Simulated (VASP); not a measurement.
# ZnO (P6_3mc) in VASP: further runs

Runs on ZnO. Level: r2SCAN. Tasks: single point, relaxation of cell and atoms.

Program: VASP 6.6.1. These are calculated values, not measurements. Logs are shortened: lines on timing, memory, paths and dates and some standing lists are left out, and cuts for length are marked.

### Step 1. The cell of the first run

It takes space group P6_3mc (No. 186, hexagonal). Conventional cell: a = 3.235 Å, b = 3.235 Å, c = 5.211 Å, α = 90.00°, β = 90.00°, γ = 120.00°. Zn (site symmetry 3m) has 4 O at 1.97 to 1.98 Å within 2.6 Å. O (site symmetry 3m) has 4 Zn at 1.97 to 1.98 Å within 2.6 Å.

### Step 2. Single point, r2SCAN

The input, POSCAR:

```
ZnO
1.0
    3.2351954566      0.0000000000      0.0000000000
   -1.6175977283      2.8017614516      0.0000000000
    0.0000000000      0.0000000000      5.2114259597
Zn O
2 2
Direct
    0.3333333333      0.6666666667      0.4996928418
    0.6666666667      0.3333333333     -0.0003071582
    0.6666666667      0.3333333333      0.3793171582
    0.3333333333      0.6666666667      0.8793171582
```

The input, INCAR.step1:

```
  PREC = Accurate
  ENCUT = 520
  ISMEAR = 0
  SIGMA = 0.01
  LREAL = F
  LASPH = T
  NELM = 100
  NBANDS = 26
  GGA = PE
  ALGO = Normal
  EDIFF = 1E-4
  LWAVE = T
  LCHARG = F
```

The input, INCAR.step2:

```
  PREC = Accurate
  ENCUT = 520
  EDIFF = 1E-6
  ISMEAR = 0
  SIGMA = 0.01
  LREAL = F
  LASPH = T
  NELM = 100
  ALGO = Normal
  ISIF = 2
  LWAVE = F
  LCHARG = F
  METAGGA = R2SCAN
  LMIXTAU = T
  NBANDS = 26
  ISTART = 1
```

The input, KPOINTS:

```
regular mesh
0
Gamma
  8 8 4
```

Potentials or basis: VASP PAW PBE potentials, release 64 (Zn, O).

Started as:

```console
cat potpaw_PBE.64/Zn/POTCAR potpaw_PBE.64/O/POTCAR > POTCAR
cp INCAR.step1 INCAR
mpirun -np 1 vasp_std > vasp.out
cp INCAR.step2 INCAR
mpirun -np 1 vasp_std > vasp.out
```

OUTCAR:

```text
PREC = Accurate
   ENCUT = 520
   EDIFF = 1E-6
   ISMEAR = 0
   LREAL = F
   LASPH = T
   NELM = 100
   ISIF = 2
   METAGGA = R2SCAN
   ISTART = 1

 ion  position               nearest neighbor table
   1  0.333  0.667  0.500-   3 1.97   3 1.97   3 1.97   4 1.98
   2  0.667  0.333  1.000-   4 1.97   4 1.97   4 1.97   3 1.98
   3  0.667  0.333  0.379-   1 1.97   1 1.97   1 1.97   2 1.98
   4  0.333  0.667  0.879-   2 1.97   2 1.97   2 1.97   1 1.98

  LATTYP: Found a hexagonal cell.
 ALAT       =     3.2351954566
 C/A-ratio  =     1.6108535109

  Lattice vectors:

 A1 = (   3.2351954566,   0.0000000000,   0.0000000000)
 A2 = (  -1.6175977283,   2.8017614516,   0.0000000000)
 A3 = (   0.0000000000,   0.0000000000,   5.2114259597)

Analysis of symmetry for initial positions (statically):
=====================================================================
 Subroutine PRICEL returns:
 Original cell was already a primitive cell.

 Routine SETGRP: Setting up the symmetry group for a
 hexagonal supercell.

 Subroutine GETGRP returns: Found 12 space group operations
 (whereof  6 operations were pure point group operations)
 out of a pool of 24 trial point group operations.

The static configuration has the point symmetry C_3v.
 The point group associated with its full space group is C_6v.

Analysis of symmetry for dynamics (positions and initial velocities):
=====================================================================
 Subroutine PRICEL returns:
 Original cell was already a primitive cell.

 Routine SETGRP: Setting up the symmetry group for a
 hexagonal supercell.

 Subroutine GETGRP returns: Found 12 space group operations
 (whereof  6 operations were pure point group operations)
 out of a pool of 24 trial point group operations.

The dynamic configuration has the point symmetry C_3v.
 The point group associated with its full space group is C_6v.

 Subroutine INISYM returns: Found 12 space group operations
 (whereof  6 operations are pure point group operations),
 and found     1 'primitive' translations

----------------------------------------------------------------------------------------

                                     Primitive cell

  volume of cell :      47.2376

[... 83 lines left out ...]
   PREC   = accura    normal or accurate (medium, high low for compatibility)
   ISTART =      1    job   : 0-new  1-cont  2-samecut
   ICHARG =      0    charge: 1-file 2-atom 10-const
   ISPIN  =      1    spin polarized calculation?
   LNONCOLLINEAR =      F non collinear calculations
   LSORBIT =      F    spin-orbit coupling
   LASPH  =      T    aspherical Exc in radial PAW
   ENCUT  =  520.0 eV  38.22 Ry    6.18 a.u.   6.02  6.02  9.69*2*pi/ulx,y,z
   NELM   =    100;   NELMIN=  2; NELMDL=  0     # of ELM steps
   EDIFF  = 0.1E-05   stopping-criterion for ELM
   LREAL  =      F    real-space projection
   EDIFFG = 0.1E-04   stopping-criterion for IOM
   NSW    =      0    number of steps for IOM
   IBRION =     -1    ionic relax: 0-MD 1-quasi-New 2-CG
   NFREE  =      0    steps in history (QN), initial steepest desc. (CG)
   ISIF   =      2    stress and relaxation
   ISYM   =      2    0-nonsym 1-usesym 2-fastsym
   POTIM  = 0.5000    time-step for ionic-motion
   TEBEG  =    0.0;   TEEND  =   0.0 temperature during run
   PSTRESS=    0.0 pullay stress
   NELECT =      36.0000    total number of electrons
   NUPDOWN=      -1.0000    fix difference up-down
   EMIN   =  10.00;   EMAX   =-10.00  energy-range for DOS
   EFERMI =   0.00;   METHOD = LEGACY
   ISMEAR =     0;   SIGMA  =   0.01  broadening in eV -4-tet -1-fermi 0-gaus
   EFERMI_NEDOS =   21; number of points for ismear=-14 and -15
   IALGO  =     38    algorithm
   IMIX   =      4    mixing-type and parameters
     AMIX     =   0.40;   BMIX     =  1.00
     AMIX_MAG =   1.60;   BMIX_MAG =  1.00
  volume/ion in A,a.u.               =      11.81        79.69
  Fermi-wavevector in a.u.,A,eV,Ry     =   1.495362  2.825824 30.424077  2.236107
  Thomas-Fermi vector in A             =   2.607516
   LORBIT       =      0    0 simple, 1 ext, 2 COOP (PROOUT), +10 PAW based schemes
   METAGGA = R2SCAN    functional components
   LHFCALC =     F    Hartree Fock is set to
   AEXX    =    0.0000 exact exchange contribution
   IVDW    =     0    specifies the selected vdW correction
   LEPSILON=     F    determine dielectric tensor
   LRPA    =     F    only Hartree local field effects (RPA)
 non-spin polarized calculation
 Gauss-broadening in eV      SIGMA  =   0.01
  energy-cutoff  :      520.00
  volume of cell :       47.24
 maximum number of plane-waves:      1290
   NGX = 13   NGY = 13   NGZ = 19

 number of electron      36.0000015 magnetization

 Free energy of the ion-electron system (eV)
  ---------------------------------------------------
  ext. energy  EPLUGINS =         0.00000000
  ---------------------------------------------------
  free energy    TOTEN  =       -36.31705692 eV

  energy without entropy =      -36.31705692  energy(sigma->0) =      -36.31705692

 E-fermi :   0.9966     XC(G=0): -11.7063

 val. band max:        0.9191442350   @ k =   0.0000   0.0000   0.0000
 cond. band min:       2.1535742981   @ k =   0.0000   0.0000   0.0000
 fundamental gap:      1.2344300631
 Fermi energy:         0.9966363735

 k-point     1 :       0.0000    0.0000    0.0000
  band No.  band energies     occupation
      1     -18.2264      2.00000
      2     -17.5303      2.00000
      3      -4.9393      2.00000
      4      -4.9393      2.00000
      5      -4.8828      2.00000
      6      -4.8360      2.00000
[... 685 lines left out ...]
     25      15.4957      0.00000
     26      15.4957      0.00000

 [... further k-points ...]
[... 5 lines left out ...]
  --------------------------------------------------------------------------------------
  -------------------------------------------------------------------------------------
  Total        0.2876931      0.2876931      0.3218311      0.0000000      0.0000000      0.0000000
  in kB        9.7577986      9.7577986     10.9156697      0.0000000      0.0000000      0.0000000
  external PRESSURE =      10.1437556 kB  Pullay stress =       0.0000000 kB

 VOLUME and BASIS-vectors are now :
 -----------------------------------------------------------------------------
  energy-cutoff  :      520.00
  volume of cell :       47.24
      direct lattice vectors                 reciprocal lattice vectors
     3.235195457  0.000000000  0.000000000     0.309100335  0.178459162  0.000000000
    -1.617597728  2.801761452  0.000000000     0.000000000  0.356918323  0.000000000
     0.000000000  0.000000000  5.211425960     0.000000000  0.000000000  0.191886061

 POSITION                                       TOTAL-FORCE (eV/Angst)
 -----------------------------------------------------------------------------------
     -0.00000      1.86784      2.60411         0.000000      0.000000     -0.010087
      1.61760      0.93392      5.20983        -0.000000      0.000000     -0.010087
      1.61760      0.93392      1.97678        -0.000000      0.000000      0.010087
     -0.00000      1.86784      4.58250        -0.000000      0.000000      0.010087
 -----------------------------------------------------------------------------------
    total drift:                                0.000001      0.000001     -0.074785

  FREE ENERGIE OF THE ION-ELECTRON SYSTEM (eV)
  ---------------------------------------------------
  free  energy   TOTEN  =       -36.3170569151 eV

  energy  without entropy=      -36.3170569151  energy(sigma->0) =      -36.31705692
```

Run time: 80 s. Hardware: 1 thread of Intel Xeon Platinum 8559C (Emerald Rapids), shared host; peak memory 0.18 GiB.

What came out:

```
Free energy            : -36.3171 eV
Pressure               : 1.0 GPa
Largest force          : 0.010 eV/Å
Band gap on the k mesh : 1.23 eV, direct
```

Forces in eV/Å, atoms in the order of the input:
```
Zn   0.000  0.000 -0.010
Zn   0.000  0.000 -0.010
O    0.000  0.000  0.010
O    0.000  0.000  0.010
```

Caveat: the PAW data sets were made with another functional, which shifts forces and pressure a little. r2SCAN opens gaps a little over a GGA but as a rule still falls short of measured ones.

### Step 3. Single point, r2SCAN

This run uses another cell than the first one, of 11.97 Å³/atom, 1.014 times its volume.

The input, POSCAR:

```
ZnO
1.0
    3.2493782372      0.0000000000      0.0000000000
   -1.6246891186      2.8140440999      0.0000000000
    0.0000000000      0.0000000000      5.2364822833
Zn O
2 2
Direct
    0.3333333333      0.6666666667      0.4997512177
    0.6666666667      0.3333333333     -0.0002487823
    0.6666666667      0.3333333333      0.3792587823
    0.3333333333      0.6666666667      0.8792587823
```

The input, INCAR.step1:

```
SYSTEM = ZnO
  ALGO = Normal
  EDIFF = 1E-4
  ENCUT = 520
  GGA = PE
  ISMEAR = 0
  LASPH = .True.
  LCHARG = .False.
  LREAL = .False.
  LWAVE = .True.
  NBANDS = 26
  NELM = 80
  PREC = Accurate
  SIGMA = 0.01
```

The input, INCAR.step2:

```
SYSTEM = ZnO
  ALGO = Normal
  EDIFF = 1E-6
  ENCUT = 520
  ISIF = 2
  ISMEAR = 0
  ISTART = 1
  LASPH = .True.
  LCHARG = .True.
  LELF = .True.
  LMIXTAU = .True.
  LREAL = .False.
  LVHAR = .True.
  LWAVE = .False.
  METAGGA = R2SCAN
  NBANDS = 26
  NELM = 80
  PREC = Accurate
  SIGMA = 0.01
```

The input, KPOINTS:

```
k-points
0
Gamma
  8 8 4
  0 0 0
```

Potentials or basis: VASP PAW PBE potentials, release 64 (Zn, O).

Started as:

```console
cat potpaw_PBE.64/Zn/POTCAR potpaw_PBE.64/O/POTCAR > POTCAR
cp INCAR.step1 INCAR
mpirun -np 1 vasp_std > vasp.out
cp INCAR.step2 INCAR
mpirun -np 1 vasp_std > vasp.out
```

OUTCAR:

```text
SYSTEM = ZnO
   EDIFF = 1E-6
   ENCUT = 520
   ISIF = 2
   ISMEAR = 0
   ISTART = 1
   LASPH = .True.
   LREAL = .False.
   METAGGA = R2SCAN
   NELM = 80
   PREC = Accurate

 ion  position               nearest neighbor table
   1  0.333  0.667  0.500-   3 1.98   3 1.98   3 1.98   4 1.99
   2  0.667  0.333  1.000-   4 1.98   4 1.98   4 1.98   3 1.99
   3  0.667  0.333  0.379-   1 1.98   1 1.98   1 1.98   2 1.99
   4  0.333  0.667  0.879-   2 1.98   2 1.98   2 1.98   1 1.99

  LATTYP: Found a hexagonal cell.
 ALAT       =     3.2493782372
 C/A-ratio  =     1.6115336231

  Lattice vectors:

 A1 = (   3.2493782372,   0.0000000000,   0.0000000000)
 A2 = (  -1.6246891186,   2.8140440999,   0.0000000000)
 A3 = (   0.0000000000,   0.0000000000,   5.2364822833)

Analysis of symmetry for initial positions (statically):
=====================================================================
 Subroutine PRICEL returns:
 Original cell was already a primitive cell.

 Routine SETGRP: Setting up the symmetry group for a
 hexagonal supercell.

 Subroutine GETGRP returns: Found 12 space group operations
 (whereof  6 operations were pure point group operations)
 out of a pool of 24 trial point group operations.

The static configuration has the point symmetry C_3v.
 The point group associated with its full space group is C_6v.

Analysis of symmetry for dynamics (positions and initial velocities):
=====================================================================
 Subroutine PRICEL returns:
 Original cell was already a primitive cell.

 Routine SETGRP: Setting up the symmetry group for a
 hexagonal supercell.

 Subroutine GETGRP returns: Found 12 space group operations
 (whereof  6 operations were pure point group operations)
 out of a pool of 24 trial point group operations.

[... 115 lines left out ...]
   PSTRESS=    0.0 pullay stress
   NELECT =      36.0000    total number of electrons
   NUPDOWN=      -1.0000    fix difference up-down
   EMIN   =  10.00;   EMAX   =-10.00  energy-range for DOS
   EFERMI =   0.00;   METHOD = LEGACY
   ISMEAR =     0;   SIGMA  =   0.01  broadening in eV -4-tet -1-fermi 0-gaus
   EFERMI_NEDOS =   21; number of points for ismear=-14 and -15
   IALGO  =     38    algorithm
   IMIX   =      4    mixing-type and parameters
     AMIX     =   0.40;   BMIX     =  1.00
     AMIX_MAG =   1.60;   BMIX_MAG =  1.00
  volume/ion in A,a.u.               =      11.97        80.78
  Fermi-wavevector in a.u.,A,eV,Ry     =   1.488625  2.813094 30.150582  2.216005
  Thomas-Fermi vector in A             =   2.601636
   LORBIT       =      0    0 simple, 1 ext, 2 COOP (PROOUT), +10 PAW based schemes
   METAGGA = R2SCAN    functional components
   LHFCALC =     F    Hartree Fock is set to
   AEXX    =    0.0000 exact exchange contribution
   IVDW    =     0    specifies the selected vdW correction
   LEPSILON=     F    determine dielectric tensor
   LRPA    =     F    only Hartree local field effects (RPA)
 non-spin polarized calculation
 Gauss-broadening in eV      SIGMA  =   0.01
  energy-cutoff  :      520.00
  volume of cell :       47.88
 maximum number of plane-waves:      1308
   NGX = 13   NGY = 13   NGZ = 19

 number of electron      36.0000026 magnetization

 Free energy of the ion-electron system (eV)
  ---------------------------------------------------
  ext. energy  EPLUGINS =         0.00000000
  ---------------------------------------------------
  free energy    TOTEN  =       -36.31718151 eV

  energy without entropy =      -36.31718151  energy(sigma->0) =      -36.31718151

 E-fermi :   0.8672     XC(G=0): -11.6274

 val. band max:        0.7948748159   @ k =   0.0000   0.0000   0.0000
 cond. band min:       2.0076998826   @ k =   0.0000   0.0000   0.0000
 fundamental gap:      1.2128250667
 Fermi energy:         0.8672176548

 k-point     1 :       0.0000    0.0000    0.0000
  band No.  band energies     occupation
      1     -18.2386      2.00000
      2     -17.5630      2.00000
      3      -4.9952      2.00000
      4      -4.9952      2.00000
      5      -4.9428      2.00000
      6      -4.8530      2.00000
[... 685 lines left out ...]
     25      15.2829      0.00000
     26      15.2829      0.00000

 [... further k-points ...]
[... 5 lines left out ...]
  --------------------------------------------------------------------------------------
  -------------------------------------------------------------------------------------
  Total       -0.3091337     -0.3091337     -0.2920784      0.0000000      0.0000000     -0.0000000
  in kB      -10.3439431    -10.3439431     -9.7732558      0.0000000      0.0000000     -0.0000000
  external PRESSURE =     -10.1537140 kB  Pullay stress =       0.0000000 kB

 VOLUME and BASIS-vectors are now :
 -----------------------------------------------------------------------------
  energy-cutoff  :      520.00
  volume of cell :       47.88
      direct lattice vectors                 reciprocal lattice vectors
     3.249378237  0.000000000  0.000000000     0.307751184  0.177680229  0.000000000
    -1.624689119  2.814044100  0.000000000     0.000000000  0.355360458  0.000000000
     0.000000000  0.000000000  5.236482283     0.000000000  0.000000000  0.190967895

 POSITION                                       TOTAL-FORCE (eV/Angst)
 -----------------------------------------------------------------------------------
     -0.00000      1.87603      2.61694        -0.000000      0.000000     -0.015777
      1.62469      0.93801      5.23518         0.000000     -0.000000     -0.015777
      1.62469      0.93801      1.98598         0.000000     -0.000000      0.015777
     -0.00000      1.87603      4.60422         0.000000     -0.000000      0.015777
 -----------------------------------------------------------------------------------
    total drift:                                0.000000      0.000000     -0.092543

  FREE ENERGIE OF THE ION-ELECTRON SYSTEM (eV)
  ---------------------------------------------------
  free  energy   TOTEN  =       -36.3171815093 eV

  energy  without entropy=      -36.3171815093  energy(sigma->0) =      -36.31718151
```

OSZICAR.step1:

```text
N       E                     dE             d eps       ncg     rms          rms(c)
DAV:   1     0.294491077491E+03    0.29449E+03   -0.18252E+04  1600   0.203E+03
DAV:   2     0.104801830498E+02   -0.28401E+03   -0.26621E+03  1636   0.410E+02
DAV:   3    -0.204732128542E+02   -0.30953E+02   -0.30568E+02  1712   0.138E+02
DAV:   4    -0.210724060544E+02   -0.59919E+00   -0.59778E+00  1738   0.196E+01
DAV:   5    -0.210753457641E+02   -0.29397E-02   -0.29395E-02  1676   0.142E+00    0.146E+01
DAV:   6    -0.176585823125E+02    0.34168E+01   -0.65768E+00  2450   0.617E+01    0.892E+00
DAV:   7    -0.178716201217E+02   -0.21304E+00   -0.29771E+00  1620   0.171E+01    0.535E+00
DAV:   8    -0.178826588760E+02   -0.11039E-01   -0.51087E-01  2304   0.765E+00    0.165E+00
DAV:   9    -0.178301623574E+02    0.52497E-01   -0.10699E-01  2290   0.649E+00    0.296E-01
DAV:  10    -0.178329443536E+02   -0.27820E-02   -0.37959E-02  1576   0.134E+00    0.131E-01
DAV:  11    -0.178330168067E+02   -0.72453E-04   -0.55196E-04  1696   0.267E-01
   1 F= -.17833017E+02 E0= -.17833017E+02  d E =-.624474E-32
```

Run time: 87 s. Hardware: 1 thread of Intel Xeon Platinum 8559C (Emerald Rapids), shared host; peak memory 0.18 GiB.

What came out:

* Free energy: -36.3172 eV
* Pressure: -1.0 GPa
* Largest force: 0.016 eV/Å
* Band gap on the k mesh: 1.21 eV, direct

Forces in eV/Å, atoms in the order of the input:
```
Zn   0.000  0.000 -0.016
Zn   0.000  0.000 -0.016
O    0.000  0.000  0.016
O    0.000  0.000  0.016
```

Caveat: the PAW data sets were made with another functional, which shifts forces and pressure a little. r2SCAN opens gaps a little over a GGA but as a rule still falls short of measured ones.

(Continued in part 2 of 2.)
